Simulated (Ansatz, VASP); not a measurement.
# Two plane-wave programs on Te

The input POSCAR:

```
Te
1.0
    4.0606456864      0.0000000000      0.0000000000
   -2.0303228432      3.5166223202      0.0000000000
    0.0000000000      0.0000000000      4.3875661758
Te
2
Direct
    0.3333333333      0.6666666667      0.2500000000
    0.6666666667      0.3333333333      0.7500000000
```

File INCAR.step1:

```
SYSTEM = Te
ALGO = Normal
EDIFF = 1E-4
ENCUT = 520
GGA = PE
ISMEAR = -1
LASPH = .True.
LCHARG = .False.
LREAL = .False.
LWAVE = .True.
NBANDS = 13
NELM = 60
PREC = Accurate
SIGMA = 0.1
```

Contents of INCAR.step2:

```
SYSTEM = Te
ALGO = Normal
EDIFF = 1E-6
ENCUT = 520
ISIF = 2
ISMEAR = -1
ISTART = 1
LASPH = .True.
LCHARG = .False.
LMIXTAU = .True.
LREAL = .False.
LWAVE = .False.
METAGGA = R2SCAN
NBANDS = 13
NELM = 60
PREC = Accurate
SIGMA = 0.1
```

The input KPOINTS:

```
k-points
0
Gamma
  10 10 8
  0 0 0
```

Input for Ansatz:

```yaml
crystal:
  lattice:
    - [4.0606456864, 0.0, 0.0]
    - [-2.0303228432, 3.5166223202, 0.0]
    - [0.0, 0.0, 4.3875661758]
  atoms:
    - { symbol: Te, position: [0.3333333333, 0.6666666667, 0.25] }
    - { symbol: Te, position: [0.6666666667, 0.3333333333, 0.75] }
hamiltonian:
  xc: r2scan
  pseudopotentials:
    kind: paw
    azcp:
      Te: "pseudopotentials/Te.paw.azcp"
basis:
  ecutwfc: 500
  fft_grid_basis: typed
kpoints:
  mp_grid: { grid: [10, 10, 8], shift: [0, 0, 0] }
magnetization:
  spin_polarized: false
scf:
  occupations: { method: fermi_dirac, width: 0.1 }
  lower_state_search: "off"
output:
  stress: true
```

Alike in both runs: task single point; functional r2SCAN; k mesh 10 × 10 × 8; occupations fermi-dirac, width 0.1 eV; no spin polarisation.

```csv
,VASP,Ansatz
version,VASP 6.6.1,Ansatz 0.2.0
potentials or method,"VASP PAW PBE potentials, release 64 (Te), cutoff 520 eV","plane waves (500 eV) with PAW, scalar-relativistic"
valence electrons in the cell,12,32
```

```csv
,VASP,Ansatz,Ansatz less VASP
pressure (GPa),-0.1,-0.1,+0.04
"traceless stress, the component that is largest in VASP (GPa)",-0.27,-0.26,+0.010
```

VASP's potentials were made for PBE, not for r2SCAN. VASP's potentials hold 12 valence electrons a cell and Ansatz's 32, so a difference there can come from the potentials and not from the codes.

Spin-orbit coupling is off throughout.
